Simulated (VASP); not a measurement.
Set up this calculation in VASP 6.6.1, as the native input.

```yaml
Task: relaxation of cell and atoms
Functional: PBEsol
Potentials_or_basis: VASP PAW PBE potentials, release 64 (Rb_sv, Br)
Cutoff: 600 eV
k_mesh: 6 × 6 × 6
Occupations: methfessel-paxton, width 0.05 eV
Spin: no spin polarisation
Dipole_correction: no
Further_INCAR_settings: ALGO = Normal; EDIFF = 1e-06; IBRION = 2; EDIFFG = -0.01; NSW = 80; ISIF = 3
```

The structure of RbBr lies in POSCAR:

```
RbBr
1.0
    0.0000000000      3.4270000000      3.4270000000
    3.4270000000      0.0000000000      3.4270000000
    3.4270000000      3.4270000000      0.0000000000
Rb Br
1 1
Direct
    0.0000000000      0.0000000000      0.0000000000
    0.5000000000      0.5000000000      0.5000000000
```

One way to write it, as run:

INCAR

```
  PREC = Accurate
  ENCUT = 600
  EDIFF = 1E-6
  ISMEAR = 1
  SIGMA = 0.05
  LREAL = False
  LASPH = True
  NELM = 60
  ALGO = Normal
  ISIF = 3
  LWAVE = False
  LCHARG = False
  GGA = PS
  IBRION = 2
  NSW = 80
  EDIFFG = -0.01
```

KPOINTS

```
Automatic mesh
0
Gamma
  6 6 6
```

Potentials or basis: VASP PAW PBE potentials, release 64 (Rb_sv, Br).

Run with:

```bash
$ cat potpaw_PBE.64/Rb_sv/POTCAR potpaw_PBE.64/Br/POTCAR > POTCAR
$ mpirun -np 1 vasp_std > vasp.out
```

It gave:

```yaml
Pressure_after_relaxing: 0.0 GPa
Band_gap_on_the_k_mesh: 4.21 eV
```

Caveat: the relaxation stopped at its first step, so nothing moved; the PAW data sets were made with another functional, which shifts forces and pressure a little.

Run time: 12 s on 1 thread of Intel(R) Xeon(R) 6975P-C (Granite Rapids) (shared host), peak memory 0.24 GiB.
